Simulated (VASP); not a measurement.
# Br: single point with PBE

The system is Br.

```
CELL_PARAMETERS angstrom
0.00000 3.32179 3.32179
3.32179 0.00000 3.32179
3.32179 3.32179 0.00000
ATOMIC_POSITIONS crystal
Br 0.87500 0.87500 0.87500
Br 0.12500 0.12500 0.12500
```

* Program: VASP 6.6.1
* Task: single point
* Functional: PBE
* Potentials or basis: VASP PAW PBE potentials, release 64 (Br)
* Cutoff: 520 eV
* k mesh: 11 × 11 × 11
* Occupations: fermi-dirac, width 0.08 eV
* Spin: no spin polarisation
* Dipole correction: no
* Further INCAR settings: ALGO = Normal; EDIFF = 1e-07; NBANDS = 14

```json
{
 "Pressure": "3.7 GPa",
 "Band gap on the k mesh": "zero (bands 7 and 8 overlap by 1.62 eV)"
}
```

Levels at points of the mesh, in eV from the Fermi level:
```
           k point  band 4  band 5  band 6  band 7  band 8  band 9  band 10  band 11
(0.00, 0.00, 0.00)   -3.34   -3.34   -1.16   -1.16   -1.16    5.02     8.76     8.76
```

Run time: 56 s on 1 thread of Intel Xeon 8259CL, on a shared host, peak memory 0.22 GiB.

Caveat: the cell stands under pressure.
